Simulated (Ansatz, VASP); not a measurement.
# ScAl3: VASP beside Ansatz

```
Sc Al
1.0
    -2.03053    2.03053    4.46217
     2.03053   -2.03053    4.46217
     2.03053    2.03053   -4.46217
Sc Al
1 3
Direct
  0.00000 0.00000 0.00000
  0.75000 0.25000 0.50000
  0.25000 0.75000 0.50000
  0.50000 0.50000 0.00000
```

Alike in both runs: task single point; functional LDA; k mesh 8 × 8 × 8; occupations gaussian, width 0.05 eV; no spin polarisation.

|  | VASP | Ansatz |
| --- | --- | --- |
| version | VASP 6.6.1 | Ansatz 0.2.0 |
| potentials or method | VASP PAW LDA potentials, release 64 (Sc_sv, Al), cutoff 520 eV | plane waves, PAW |
| valence electrons in the cell | 20 | 20 |

VASP gave:

```
pressure (GPa)                                                : -6.4
traceless stress, the component that is largest in VASP (GPa) : 0.62
```

Question: Estimate Ansatz's values.

Answer: Pressure (GPa): -6.5; traceless stress, the component that is largest in VASP (GPa): 0.62.

LDA's correlation is that of Perdew and Zunger in VASP and of Perdew and Wang (1992) in Ansatz.
